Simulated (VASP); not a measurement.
# SiC in VASP: notebook, part 2 of 2

VASP 6.6.1.

## 3. Single point, PBE (uniaxial x strain -0.5%)

The input, INCAR:

```
ALGO = Normal ; EDIFF = 1E-7
ENCUT = 520 ; GGA = PE
ISIF = 2 ; ISMEAR = -1
LASPH = T ; LCHARG = F
LREAL = F ; LWAVE = F
NBANDS = 11 ; NELM = 80
PREC = Accurate ; SIGMA = 0.02
```

The input, KPOINTS:

```
k-points
0
Gamma
  10 10 10
```

The input, POSCAR:

```
SiC
1.0
    0.0000000000      2.1780523450      2.1780523450
    2.1671620832      0.0000000000      2.1780523450
    2.1671620832      2.1780523450      0.0000000000
Si C
1 1
Direct
    0.0000000000      0.0000000000      0.0000000000
    0.2500000000      0.2500000000      0.2500000000
```

Potentials or basis: VASP PAW PBE potentials, release 64 (Si, C).

The run is started by

```sh
$ cat potpaw_PBE.64/Si/POTCAR potpaw_PBE.64/C/POTCAR > POTCAR
$ mpirun -np 1 vasp_std > vasp.out
```

OUTCAR:

```text
EDIFF = 1E-7
   ENCUT = 520
   GGA = PE
   ISIF = 2
   ISMEAR = -1
   LASPH = T
   LREAL = F
   NELM = 80
   PREC = Accurate

 ion  position               nearest neighbor table
   1  0.000  0.000  0.000-   2 1.88   2 1.88   2 1.88   2 1.88
   2  0.250  0.250  0.250-   1 1.88   1 1.88   1 1.88   1 1.88

  LATTYP: Found a body centered tetragonal cell.
 ALAT       =     3.0802311659
 C/A-ratio  =     1.4071424945

  Lattice vectors:

 A1 = (  -2.1671620832,   0.0000000000,  -2.1780523450)
 A2 = (  -2.1671620832,   0.0000000000,   2.1780523450)
 A3 = (   2.1671620832,   2.1780523450,   0.0000000000)

Analysis of symmetry for initial positions (statically):
=====================================================================
 Subroutine PRICEL returns:
 Original cell was already a primitive cell.

 Routine SETGRP: Setting up the symmetry group for a
 body centered tetragonal supercell.

 Subroutine GETGRP returns: Found  8 space group operations
 (whereof  8 operations were pure point group operations)
 out of a pool of 16 trial point group operations.

The static configuration has the point symmetry D_2d.

Analysis of symmetry for dynamics (positions and initial velocities):
=====================================================================
 Subroutine PRICEL returns:
 Original cell was already a primitive cell.

 Routine SETGRP: Setting up the symmetry group for a
 body centered tetragonal supercell.

 Subroutine GETGRP returns: Found  8 space group operations
 (whereof  8 operations were pure point group operations)
 out of a pool of 16 trial point group operations.

The dynamic configuration has the point symmetry D_2d.

 Subroutine INISYM returns: Found  8 space group operations
 (whereof  8 operations are pure point group operations),
 and found     1 'primitive' translations

----------------------------------------------------------------------------------------

                                     Primitive cell

  volume of cell :      20.5617

  direct lattice vectors                    reciprocal lattice vectors
     0.000000000  2.178052345  2.178052345    -0.230716477  0.229562894  0.229562894
     2.167162083  0.000000000  2.178052345     0.230716477 -0.229562894  0.229562894
     2.167162083  2.178052345  0.000000000     0.230716477  0.229562894 -0.229562894

  length of vectors
     3.080231166  3.072540238  3.072540238     0.398281731  0.398281731  0.398281731

  position of ions in fractional coordinates (direct lattice)
     0.000000000  0.000000000  0.000000000
     0.250000000  0.250000000  0.250000000

  ion indices of the primitive-cell ions
   primitive index   ion index
                 1           1
                 2           2

----------------------------------------------------------------------------------------

 KPOINTS: k-points

Automatic generation of k-mesh.
 Grid dimensions read from file:
 generate k-points for:   10   10   10

 Generating k-lattice:

  Cartesian coordinates                     Fractional coordinates (reciprocal lattice)
    -0.023071648  0.022956289  0.022956289     0.100000000  0.000000000  0.000000000
     0.023071648 -0.022956289  0.022956289     0.000000000  0.100000000  0.000000000
     0.023071648  0.022956289 -0.022956289     0.000000000  0.000000000  0.100000000

  Length of vectors
     0.039828173  0.039828173  0.039828173

  Shift w.r.t. Gamma in fractional coordinates (k-lattice)
     0.000000000  0.000000000  0.000000000

 Subroutine IBZKPT returns following result:
 ===========================================

 Found    102 irreducible k-points:

 Following reciprocal coordinates:
            Coordinates               Weight
  0.000000  0.000000  0.000000      1.000000
  0.100000 -0.000000 -0.000000      8.000000
  0.200000 -0.000000 -0.000000      8.000000
  0.300000 -0.000000 -0.000000      8.000000
  0.400000 -0.000000 -0.000000      8.000000
  0.500000 -0.000000 -0.000000      4.000000
[... 16 lines left out ...]
  0.300000  0.300000  0.000000      4.000000
  0.400000  0.300000 -0.000000     16.000000
 [... further k-points ...]
   k-points           NKPTS =    102   k-points in BZ     NKDIM =    102   number of bands    NBANDS=     11
   number of dos      NEDOS =    301   number of ions     NIONS =      2
   total plane-waves  NPLWV =  13824
   dimension x,y,z NGX =    24 NGY =   24 NGZ =   24
   dimension x,y,z NGXF=    48 NGYF=   48 NGZF=   48
   ions per type =               1   1
   NGX,Y,Z   is equivalent  to a cutoff of  12.95, 12.99, 12.99 a.u.
   NGXF,Y,Z  is equivalent  to a cutoff of  25.91, 25.97, 25.97 a.u.
 SYSTEM =  unknown system
   PREC   = accura    normal or accurate (medium, high low for compatibility)
   ISTART =      0    job   : 0-new  1-cont  2-samecut
   ICHARG =      2    charge: 1-file 2-atom 10-const
   ISPIN  =      1    spin polarized calculation?
   LNONCOLLINEAR =      F non collinear calculations
   LSORBIT =      F    spin-orbit coupling
   LASPH  =      T    aspherical Exc in radial PAW
   ENCUT  =  520.0 eV  38.22 Ry    6.18 a.u.   5.73  5.71  5.71*2*pi/ulx,y,z
   NELM   =     80;   NELMIN=  2; NELMDL= -5     # of ELM steps
   EDIFF  = 0.1E-06   stopping-criterion for ELM
   LREAL  =      F    real-space projection
   EDIFFG = 0.1E-05   stopping-criterion for IOM
   NSW    =      0    number of steps for IOM
   IBRION =     -1    ionic relax: 0-MD 1-quasi-New 2-CG
   NFREE  =      0    steps in history (QN), initial steepest desc. (CG)
   ISIF   =      2    stress and relaxation
   ISYM   =      2    0-nonsym 1-usesym 2-fastsym
   POTIM  = 0.5000    time-step for ionic-motion
   TEBEG  =    0.0;   TEEND  =   0.0 temperature during run
   PSTRESS=    0.0 pullay stress
   NELECT =       8.0000    total number of electrons
   NUPDOWN=      -1.0000    fix difference up-down
   EMIN   =  10.00;   EMAX   =-10.00  energy-range for DOS
   EFERMI =   0.00;   METHOD = LEGACY
   ISMEAR =    -1;   SIGMA  =   0.02  broadening in eV -4-tet -1-fermi 0-gaus
   EFERMI_NEDOS =   21; number of points for ismear=-14 and -15
   IALGO  =     38    algorithm
   IMIX   =      4    mixing-type and parameters
     AMIX     =   0.40;   BMIX     =  1.00
     AMIX_MAG =   1.60;   BMIX_MAG =  1.00
  volume/ion in A,a.u.               =      10.28        69.38
  Fermi-wavevector in a.u.,A,eV,Ry     =   1.195140  2.258487 19.434016  1.428360
  Thomas-Fermi vector in A             =   2.331113
   LORBIT       =      0    0 simple, 1 ext, 2 COOP (PROOUT), +10 PAW based schemes
   GGA     = PE    functional components
   LHFCALC =     F    Hartree Fock is set to
   AEXX    =    0.0000 exact exchange contribution
   IVDW    =     0    specifies the selected vdW correction
   LEPSILON=     F    determine dielectric tensor
   LRPA    =     F    only Hartree local field effects (RPA)
 non-spin polarized calculation
  energy-cutoff  :      520.00
  volume of cell :       20.56
 maximum number of plane-waves:       568
   NGX = 11   NGY = 11   NGZ = 11

 number of electron       8.0000001 magnetization

 Free energy of the ion-electron system (eV)
  ---------------------------------------------------
  ext. energy  EPLUGINS =         0.00000000
  ---------------------------------------------------
  free energy    TOTEN  =       -15.05420701 eV

  energy without entropy =      -15.05420701  energy(sigma->0) =      -15.05420701

 E-fermi :   8.6300     XC(G=0): -11.3838

 val. band max:        8.2006393165   @ k =   0.0000   0.0000   0.0000
 cond. band min:       9.4987964410   @ k =   0.0000   0.5000   0.5000
 fundamental gap:      1.2981571246
 Fermi energy:         8.6300268480

 k-point     1 :       0.0000    0.0000    0.0000
  band No.  band energies     occupation
      1      -7.2749      2.00000
      2       8.1668      2.00000
      3       8.1668      2.00000
      4       8.2006      2.00000
      5      14.4860      0.00000
      6      15.5207      0.00000
      7      15.5340      0.00000
      8      15.5340      0.00000
      9      22.6451      0.00000
     10      22.7970      0.00000
     11      24.7573      0.00000
[... 309 lines left out ...]
 k-point    24 :       0.4000    0.3000   -0.0000
  band No.  band energies     occupation
      1      -4.1258      2.00000
      2       2.5779      2.00000
      3       5.0215      2.00000
      4       5.5602      2.00000
      5      11.0628      0.00000
      6      13.8546      0.00000
      7      19.8491      0.00000
      8      20.1928      0.00000
      9      22.0043      0.00000
     10      26.3273      0.00000
     11      29.5254      0.00000

 [... further k-points ...]

------------------------ aborting loop because EDIFF is reached ----------------------------------------

  FORCE on cell =-STRESS in cart. coord.  units (eV):
  Direction    XX          YY          ZZ          XY          YZ          ZX
  --------------------------------------------------------------------------------------
  -------------------------------------------------------------------------------------
  Total        0.7057231      0.5418520      0.5418520     -0.0000000      0.0000000     -0.0000000
  in kB       54.9904060     42.2214622     42.2214622     -0.0000000      0.0000000     -0.0000000
  external PRESSURE =      46.4777768 kB  Pullay stress =       0.0000000 kB

 VOLUME and BASIS-vectors are now :
 -----------------------------------------------------------------------------
  energy-cutoff  :      520.00
  volume of cell :       20.56
      direct lattice vectors                 reciprocal lattice vectors
     0.000000000  2.178052345  2.178052345    -0.230716477  0.229562894  0.229562894
     2.167162083  0.000000000  2.178052345     0.230716477 -0.229562894  0.229562894
     2.167162083  2.178052345  0.000000000     0.230716477  0.229562894 -0.229562894

 POSITION                                       TOTAL-FORCE (eV/Angst)
 -----------------------------------------------------------------------------------
      0.00000      0.00000      0.00000        -0.000000     -0.000000     -0.000000
      1.08358      1.08903      1.08903         0.000000      0.000000      0.000000
 -----------------------------------------------------------------------------------
    total drift:                                0.000000      0.000000      0.000000

  FREE ENERGIE OF THE ION-ELECTRON SYSTEM (eV)
  ---------------------------------------------------
  free  energy   TOTEN  =       -15.0542070108 eV

  energy  without entropy=      -15.0542070108  energy(sigma->0) =      -15.05420701
```

Run time: 20 s. Hardware: 1 thread of Intel Xeon 8259CL, shared host; peak memory 0.15 GiB.

Results:

| Quantity | Value |
| --- | --- |
| Free energy | -15.0542 eV |
| Pressure | 4.6 GPa |
| Band gap on the k mesh | 1.30 eV, indirect (least direct gap 4.54 eV) |

Caveat: the cell differs from its parent crystal (uniaxial x strain -0.5%). A k mesh can miss the band edges.

## 4. Single point, PBE (epitaxial 111 strain -4.0%)

The input, INCAR:

```
ALGO = Normal ; EDIFF = 1E-6
ENCUT = 520 ; GGA = PE
ISIF = 2 ; ISMEAR = -1
LASPH = T ; LCHARG = T
LELF = T ; LREAL = F
LVHAR = T ; LWAVE = F
NBANDS = 11 ; NELM = 60
PREC = Accurate ; SIGMA = 0.02
```

KPOINTS is that of step 3.

The input, POSCAR:

```
SiC
1.0
    0.0697494702      2.1606797213      2.1606797213
    2.1606797213      0.0697494702      2.1606797213
    2.1606797213      2.1606797213      0.0697494702
Si C
1 1
Direct
    0.0017486237      0.0017486237      0.0017486237
    0.2482513763      0.2482513763      0.2482513763
```

The run is started by

```sh
$ cat potpaw_PBE.64/Si/POTCAR potpaw_PBE.64/C/POTCAR > POTCAR
$ mpirun -np 1 vasp_std > vasp.out
```

Run time: 23 s. Hardware: 1 thread of Intel Xeon 8259CL, shared host; peak memory 0.15 GiB.

It converged, with:

* Free energy: -14.8885 eV
* Pressure: 22.9 GPa
* Largest force: 0.058 eV/Å
* Band gap on the k mesh: 1.02 eV, indirect (least direct gap 4.23 eV)

Forces on the atoms (eV/Å):
```
Si   0.034  0.034  0.034
C   -0.034 -0.034 -0.034
```

Stress tensor (GPa, compression positive):
```
22.89 -9.33 -9.33
-9.33 22.89 -9.33
-9.33 -9.33 22.89
```

Levels at points of the mesh, in eV from the valence-band top:
| k point | band 2 | band 3 | band 4 | band 5 | band 6 | band 7 |
| --- | --- | --- | --- | --- | --- | --- |
| (0.00, 0.00, 0.00) | -0.59 | 0.00 | 0.00 | 5.98 | 7.86 | 8.03 |
| (0.50, 0.00, 0.00) | -9.10 | -1.51 | -1.23 | 5.60 | 6.96 | 7.44 |
| (0.50, 0.50, 0.00) | -8.24 | -3.83 | -3.21 | 1.02 | 4.46 | 14.44 |
| (0.50, 0.50, 0.50) | -9.35 | -0.91 | -0.91 | 6.65 | 7.83 | 7.83 |

Caveat: the cell differs from its parent crystal (epitaxial 111 strain -4.0%). A k mesh can miss the band edges.

## 5. Summary

| cell | gap on the mesh (eV) | pressure (GPa) |
| --- | --- | --- |
| a = 3.078, b = 3.078, c = 3.065 Å, angles 60.1, 60.1, 59.7°, 2 atoms | 1.31 | 5.0 |
| a = 3.080, b = 3.073, c = 3.073 Å, angles 60.2, 59.9, 59.9°, 2 atoms | 1.30 | 4.6 |
| a = 3.056 Å, angles 57.9°, 2 atoms | 1.02 | 22.9 |

Alike in all rows: task single point; level PBE; potentials or basis VASP PAW PBE potentials, release 64 (Si, C); no spin polarisation; k mesh 10 × 10 × 10; cutoff (eV) 520; smearing fermi-dirac 0.02 eV.

Absolute energies hang on the potentials; compare differences alone.
